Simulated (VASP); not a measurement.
# Ir (Fm-3m) in VASP: single point with LDA

Aim: the single point of Ir with LDA.

All numbers are computed with VASP 6.6.1; they aren't measurements. Logs are shortened: lines on timing, memory, paths and dates and some standing lists are left out, and cuts for length are marked.

## 1. The cell of the first run

Symmetry: Fm-3m, No. 225, cubic system. Conventional cell: a = 3.653 Å, b = 3.653 Å, c = 3.653 Å, α = 90.00°, β = 90.00°, γ = 90.00°. Within 3.4 Å of Ir (site symmetry m-3m) lie 12 Ir at 2.58 Å.

## 2. Single point, LDA (12.18 Å³/atom)

The input, INCAR:

```
ALGO     = Normal         # electronic algorithm
EDIFF    = 1E-6           # SCF threshold, eV
ENCUT    = 560            # plane-wave cutoff, eV
GGA_COMPAT= False        
ISIF     = 2              # what is computed and relaxed
ISMEAR   = -1             # smearing method
LASPH    = True           # aspherical terms in the spheres
LCHARG   = False          # write CHGCAR
LREAL    = False          # projectors in reciprocal space
LWAVE    = False          # write WAVECAR
NBANDS   = 14             # bands
NELM     = 120            # most SCF steps
PREC     = Accurate       # precision mode
SIGMA    = 0.1            # smearing width, eV
```

The input, KPOINTS:

```
k-points
0
Gamma
  17 17 17
```

The input, POSCAR:

```
Ir
1.0
    0.0000000000      1.8263410423      1.8263410423
    1.8263410423      0.0000000000      1.8263410423
    1.8263410423      1.8263410423      0.0000000000
Ir
1
Direct
    0.0000000000      0.0000000000      0.0000000000
```

Potentials or basis: VASP PAW LDA potentials, release 64 (Ir_sv_GW).

Launch:

```console
> cat potpaw_LDA.64/Ir_sv_GW/POTCAR > POTCAR
> mpirun -np 1 vasp_std > vasp.out
```

OUTCAR:

```text
EDIFF = 1E-6
   ENCUT = 560
   ISIF = 2
   ISMEAR = -1
   LASPH = True
   LREAL = False
   NELM = 120
   PREC = Accurate

 ion  position               nearest neighbor table
   1  0.000  0.000  0.000-

  LATTYP: Found a face centered cubic cell.
 ALAT       =     3.6526820846

  Lattice vectors:

 A1 = (   0.0000000000,   1.8263410423,   1.8263410423)
 A2 = (   1.8263410423,   0.0000000000,   1.8263410423)
 A3 = (   1.8263410423,   1.8263410423,   0.0000000000)

Analysis of symmetry for initial positions (statically):
=====================================================================
 Subroutine PRICEL returns:
 Original cell was already a primitive cell.

 Routine SETGRP: Setting up the symmetry group for a
 face centered cubic supercell.

 Subroutine GETGRP returns: Found 48 space group operations
 (whereof 48 operations were pure point group operations)
 out of a pool of 48 trial point group operations.

The static configuration has the point symmetry O_h .

Analysis of symmetry for dynamics (positions and initial velocities):
=====================================================================
 Subroutine PRICEL returns:
 Original cell was already a primitive cell.

 Routine SETGRP: Setting up the symmetry group for a
 face centered cubic supercell.

 Subroutine GETGRP returns: Found 48 space group operations
 (whereof 48 operations were pure point group operations)
 out of a pool of 48 trial point group operations.

The dynamic configuration has the point symmetry O_h .

 Subroutine INISYM returns: Found 48 space group operations
 (whereof 48 operations are pure point group operations),
 and found     1 'primitive' translations

----------------------------------------------------------------------------------------

                                     Primitive cell

  volume of cell :      12.1836

  direct lattice vectors                    reciprocal lattice vectors
     0.000000000  1.826341042  1.826341042    -0.273771431  0.273771431  0.273771431
     1.826341042  0.000000000  1.826341042     0.273771431 -0.273771431  0.273771431
     1.826341042  1.826341042  0.000000000     0.273771431  0.273771431 -0.273771431

  length of vectors
     2.582836272  2.582836272  2.582836272     0.474186028  0.474186028  0.474186028

  position of ions in fractional coordinates (direct lattice)
     0.000000000  0.000000000  0.000000000

  ion indices of the primitive-cell ions
   primitive index   ion index
                 1           1

----------------------------------------------------------------------------------------

 KPOINTS: k-points

Automatic generation of k-mesh.
 Grid dimensions read from file:
 generate k-points for:   17   17   17

 Generating k-lattice:

  Cartesian coordinates                     Fractional coordinates (reciprocal lattice)
    -0.016104202  0.016104202  0.016104202     0.058823529  0.000000000  0.000000000
     0.016104202 -0.016104202  0.016104202     0.000000000  0.058823529  0.000000000
     0.016104202  0.016104202 -0.016104202     0.000000000  0.000000000  0.058823529

  Length of vectors
     0.027893296  0.027893296  0.027893296

  Shift w.r.t. Gamma in fractional coordinates (k-lattice)
     0.000000000  0.000000000  0.000000000

 Subroutine IBZKPT returns following result:
 ===========================================

 Found    165 irreducible k-points:

 Following reciprocal coordinates:
            Coordinates               Weight
  0.000000  0.000000  0.000000      1.000000
  0.058824  0.000000  0.000000      8.000000
  0.117647  0.000000  0.000000      8.000000
  0.176471  0.000000  0.000000      8.000000
  0.235294  0.000000  0.000000      8.000000
  0.294118  0.000000  0.000000      8.000000
[... 16 lines left out ...]
 -0.176471  0.058824  0.000000     24.000000
 -0.117647  0.058824  0.000000     24.000000
 [... further k-points ...]
   k-points           NKPTS =    165   k-points in BZ     NKDIM =    165   number of bands    NBANDS=     14
   number of dos      NEDOS =    301   number of ions     NIONS =      1
   total plane-waves  NPLWV =   8000
   dimension x,y,z NGX =    20 NGY =   20 NGZ =   20
   dimension x,y,z NGXF=    40 NGYF=   40 NGZF=   40
   ions per type =               1
   NGX,Y,Z   is equivalent  to a cutoff of  12.87, 12.87, 12.87 a.u.
   NGXF,Y,Z  is equivalent  to a cutoff of  25.75, 25.75, 25.75 a.u.
 SYSTEM =  unknown system
   PREC   = accura    normal or accurate (medium, high low for compatibility)
   ISTART =      0    job   : 0-new  1-cont  2-samecut
   ICHARG =      2    charge: 1-file 2-atom 10-const
   ISPIN  =      1    spin polarized calculation?
   LNONCOLLINEAR =      F non collinear calculations
   LSORBIT =      F    spin-orbit coupling
   LASPH  =      T    aspherical Exc in radial PAW
   ENCUT  =  560.0 eV  41.16 Ry    6.42 a.u.   4.98  4.98  4.98*2*pi/ulx,y,z
   NELM   =    120;   NELMIN=  2; NELMDL= -5     # of ELM steps
   EDIFF  = 0.1E-05   stopping-criterion for ELM
   LREAL  =      F    real-space projection
   EDIFFG = 0.1E-04   stopping-criterion for IOM
   NSW    =      0    number of steps for IOM
   IBRION =     -1    ionic relax: 0-MD 1-quasi-New 2-CG
   NFREE  =      0    steps in history (QN), initial steepest desc. (CG)
   ISIF   =      2    stress and relaxation
   ISYM   =      2    0-nonsym 1-usesym 2-fastsym
   POTIM  = 0.5000    time-step for ionic-motion
   TEBEG  =    0.0;   TEEND  =   0.0 temperature during run
   PSTRESS=    0.0 pullay stress
   NELECT =      17.0000    total number of electrons
   NUPDOWN=      -1.0000    fix difference up-down
   EMIN   =  10.00;   EMAX   =-10.00  energy-range for DOS
   EFERMI =   0.00;   METHOD = LEGACY
   ISMEAR =    -1;   SIGMA  =   0.10  broadening in eV -4-tet -1-fermi 0-gaus
   EFERMI_NEDOS =   21; number of points for ismear=-14 and -15
   IALGO  =     38    algorithm
   IMIX   =      4    mixing-type and parameters
     AMIX     =   0.40;   BMIX     =  1.00
     AMIX_MAG =   1.60;   BMIX_MAG =  1.00
  volume/ion in A,a.u.               =      12.18        82.22
  Fermi-wavevector in a.u.,A,eV,Ry     =   1.829360  3.456990 45.532703  3.346559
  Thomas-Fermi vector in A             =   2.884055
   LORBIT       =      0    0 simple, 1 ext, 2 COOP (PROOUT), +10 PAW based schemes
   GGA     = CA    functional components
   LHFCALC =     F    Hartree Fock is set to
   AEXX    =    0.0000 exact exchange contribution
   IVDW    =     0    specifies the selected vdW correction
   LEPSILON=     F    determine dielectric tensor
   LRPA    =     F    only Hartree local field effects (RPA)
 non-spin polarized calculation
  energy-cutoff  :      560.00
  volume of cell :       12.18
 maximum number of plane-waves:       378
   NGX =  9   NGY =  9   NGZ =  9

 number of electron      17.0000000 magnetization

 Free energy of the ion-electron system (eV)
  ---------------------------------------------------
  ext. energy  EPLUGINS =         0.00000000
  ---------------------------------------------------
  free energy    TOTEN  =       -10.57833741 eV

  energy without entropy =      -10.55676280  energy(sigma->0) =      -10.56755011

 E-fermi :  15.7092     XC(G=0): -15.7576

 val. band max:       15.6744311274   @ k =   0.2941   0.1765   0.0000
 cond. band min:      15.7225715131   @ k =  -0.3529   0.2941   0.0000
 fundamental gap:      0.0481403857
 Fermi energy:        15.7091866561

 k-point     1 :       0.0000    0.0000    0.0000
  band No.  band energies     occupation
      1     -77.2415      2.00000
      2     -33.7059      2.00000
      3     -33.7059      2.00000
      4     -33.7059      2.00000
      5       3.0755      2.00000
      6      10.9017      2.00000
      7      10.9017      2.00000
      8      10.9017      2.00000
      9      14.3289      2.00000
     10      14.3289      2.00000
     11      28.8736      0.00000
     12      35.2197      0.00000
     13      35.2197      0.00000
     14      35.2197      0.00000

 k-point     2 :       0.0588    0.0000    0.0000
  band No.  band energies     occupation
      1     -77.2370      2.00000
      2     -33.7541      2.00000
      3     -33.7122      2.00000
      4     -33.7122      2.00000
      5       3.2595      2.00000
      6      10.7944      2.00000
      7      10.9839      2.00000
      8      10.9839      2.00000
      9      14.2668      2.00000
     10      14.2668      2.00000
     11      29.2103      0.00000
     12      34.4790      0.00000
     13      35.5411      0.00000
     14      35.5411      0.00000

 k-point     3 :       0.1176    0.0000    0.0000
  band No.  band energies     occupation
      1     -77.2249      2.00000
      2     -33.8921      2.00000
      3     -33.7308      2.00000
      4     -33.7308      2.00000
      5       3.7837      2.00000
      6      10.5314      2.00000
      7      11.1951      2.00000
      8      11.1951      2.00000
      9      14.1350      2.00000
     10      14.1350      2.00000
     11      30.1161      0.00000
     12      33.0375      0.00000
     13      36.4754      0.00000
     14      36.4754      0.00000
[... 324 lines left out ...]
 k-point    23 :      -0.1765    0.0588    0.0000
  band No.  band energies     occupation
      1     -77.1948      2.00000
      2     -34.1863      2.00000
      3     -33.8145      2.00000
      4     -33.7555      2.00000
      5       4.9825      2.00000
      6      10.0790      2.00000
      7      11.5131      2.00000
      8      11.5664      2.00000
      9      13.6414      2.00000
     10      14.6541      1.99995
     11      30.7964      0.00000
     12      32.4991      0.00000
     13      37.5285      0.00000
     14      39.4130      0.00000

 k-point    24 :      -0.1176    0.0588    0.0000
  band No.  band energies     occupation
      1     -77.2156      2.00000
      2     -33.9748      2.00000
      3     -33.7762      2.00000
      4     -33.7301      2.00000
      5       4.1731      2.00000
      6      10.3004      2.00000
      7      11.3412      2.00000
      8      11.3944      2.00000
      9      13.7354      2.00000
     10      14.4083      2.00000
     11      30.7643      0.00000
     12      32.5772      0.00000
     13      36.2633      0.00000
     14      37.6333      0.00000

 [... further k-points ...]

------------------------ aborting loop because EDIFF is reached ----------------------------------------

  FORCE on cell =-STRESS in cart. coord.  units (eV):
  Direction    XX          YY          ZZ          XY          YZ          ZX
  --------------------------------------------------------------------------------------
  -------------------------------------------------------------------------------------
  Total        5.3990539      5.3990539      5.3990539      0.0000000     -0.0000000      0.0000000
  in kB      709.9906234    709.9906234    709.9906234      0.0000000     -0.0000000      0.0000000
  external PRESSURE =     709.9906234 kB  Pullay stress =       0.0000000 kB

 VOLUME and BASIS-vectors are now :
 -----------------------------------------------------------------------------
  energy-cutoff  :      560.00
  volume of cell :       12.18
      direct lattice vectors                 reciprocal lattice vectors
     0.000000000  1.826341042  1.826341042    -0.273771431  0.273771431  0.273771431
     1.826341042  0.000000000  1.826341042     0.273771431 -0.273771431  0.273771431
     1.826341042  1.826341042  0.000000000     0.273771431  0.273771431 -0.273771431

 POSITION                                       TOTAL-FORCE (eV/Angst)
 -----------------------------------------------------------------------------------
      0.00000      0.00000      0.00000         0.000000      0.000000      0.000000
 -----------------------------------------------------------------------------------
    total drift:                               -0.000000     -0.000000     -0.000000

  FREE ENERGIE OF THE ION-ELECTRON SYSTEM (eV)
  ---------------------------------------------------
  free  energy   TOTEN  =       -10.5783374084 eV

  energy  without entropy=      -10.5567628043  energy(sigma->0) =      -10.56755011
```

Wall time 19 s (1 thread of AMD EPYC 7R13 (Zen 3), shared host); peak memory 0.12 GiB.

What came out:

- Free energy: -10.5783 eV
- Pressure: 71.0 GPa
- Band gap on the k mesh: zero (an odd number of electrons rules out a gap without spin polarisation)

Levels at points of the mesh, in eV from the Fermi level:
```csv
k point,band 4,band 5,band 6,band 7,band 8,band 9,band 10,band 11,band 12,band 13
"(0.00, 0.00, 0.00)",-49.42,-12.63,-4.81,-4.81,-4.81,-1.38,-1.38,13.16,19.51,19.51
```

Caveat: the cell stands under pressure; spin-orbit coupling is left out, which moves the levels of the heavy elements.

The gap in the log of VASP goes by the Fermi energy; the results here count the filled bands.